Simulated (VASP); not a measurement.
**TaN: single point with PBE**

Crystal: TaN.

```
Ta N
1.0
     2.95021    0.00000    0.00000
    -1.47510    2.55496    0.00000
     0.00000    0.00000    2.89776
Ta N
1 1
Direct
  0.33333 0.66667 0.50000
  0.00000 0.00000 0.00000
```

| Item | Value |
| --- | --- |
| Program | VASP 6.6.1 |
| Task | single point |
| Functional | PBE |
| Potentials or basis | VASP PAW PBE potentials, release 64 (Ta_pv, N) |
| Cutoff | 520 eV |
| k mesh | 24 × 24 × 20 |
| Occupations | gaussian, width 0.1 eV |
| Spin | no spin polarisation |
| Dipole correction | no |
| Further INCAR settings | ALGO = Normal; EDIFF = 1e-06; NBANDS = 15 |

| Property | Result |
| --- | --- |
| Pressure | 0.7 GPa |
| Band gap on the k mesh | zero (bands 8 and 9 overlap by 0.50 eV) |

Stress tensor (GPa, compression positive):
```
0.60 0.00 0.00
0.00 0.60 0.00
0.00 0.00 0.77
```

Levels at points of the mesh, in eV from the Fermi level:
```tsv
k point	band 5	band 6	band 7	band 8	band 9	band 10	band 11	band 12
(0.00, 0.00, 0.00)	-4.49	-4.49	-4.15	-2.91	2.12	3.52	3.52	3.93
(0.50, 0.00, 0.00)	-8.20	-5.13	-3.42	-3.15	2.96	3.95	5.14	5.21
(0.00, 0.00, 0.50)	-9.26	-3.69	-3.69	-0.08	-0.08	2.35	3.30	3.30
(0.50, 0.00, 0.50)	-7.24	-6.13	-5.60	-0.39	4.07	5.26	5.92	6.96
```

Wall time 3.4 min on 1 thread of Intel Xeon 8259CL, on a shared host, peak memory 0.33 GiB.

Caveat: spin-orbit coupling is left out, which moves the levels of the heavy elements.
